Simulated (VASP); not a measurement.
Wanted: the native input for a VASP 6.6.1 run.

* Task: single point
* Functional: r2SCAN
* Potentials or basis: VASP PAW PBE potentials, release 64 (Sn_d, Mg)
* Cutoff: 660 eV
* k mesh: 9 × 9 × 9
* Occupations: fermi-dirac, width 0.1 eV
* Spin: no spin polarisation
* Dipole correction: no
* Further INCAR settings: ALGO = Normal; EDIFF = 1e-06; NBANDS = 16

Mg2Sn:

```
CELL_PARAMETERS angstrom
0.00000 3.38123 3.38123
3.38123 0.00000 3.38123
3.38123 3.38123 0.00000
ATOMIC_POSITIONS crystal
Sn 0.00000 0.00000 0.00000
Mg 0.25000 0.25000 0.25000
Mg 0.75000 0.75000 0.75000
```

These files were run (other wordings do the same):

POSCAR

```
Mg2Sn
1.0
    0.0000000000      3.3812260351      3.3812260351
    3.3812260351      0.0000000000      3.3812260351
    3.3812260351      3.3812260351      0.0000000000
Sn Mg
1 2
Direct
    0.0000000000      0.0000000000      0.0000000000
    0.2500000000      0.2500000000      0.2500000000
    0.7500000000      0.7500000000      0.7500000000
```

INCAR.step1

```
ALGO = Normal
EDIFF = 1E-5
ENCUT = 660
GGA = PE
GGA_COMPAT = False
ISMEAR = -1
LASPH = True
LCHARG = False
LREAL = False
LWAVE = True
NBANDS = 16
NELM = 120
PREC = Accurate
SIGMA = 0.1
```

INCAR.step2

```
ALGO = Normal
EDIFF = 1E-6
ENCUT = 660
GGA_COMPAT = False
ISIF = 2
ISMEAR = -1
ISTART = 1
LASPH = True
LCHARG = False
LMIXTAU = True
LREAL = False
LWAVE = False
METAGGA = R2SCAN
NBANDS = 16
NELM = 120
PREC = Accurate
SIGMA = 0.1
```

KPOINTS

```
k-points
0
Gamma
  9 9 9
```

Potentials or basis: VASP PAW PBE potentials, release 64 (Sn_d, Mg).

Run with:

```bash
$ cat potpaw_PBE.64/Sn_d/POTCAR potpaw_PBE.64/Mg/POTCAR > POTCAR
$ cp INCAR.step1 INCAR
$ mpirun -np 1 vasp_std > vasp.out
$ cp INCAR.step2 INCAR
$ mpirun -np 1 vasp_std > vasp.out
```

It gave:

```json
{
  "Pressure": "-0.2 GPa"
}
```

Caveat: the PAW data sets were made with another functional, which shifts forces and pressure a little.

Run time: 81 s on 1 thread of Intel(R) Xeon(R) 6975P-C (Granite Rapids), with other jobs on the host, peak memory 0.29 GiB.
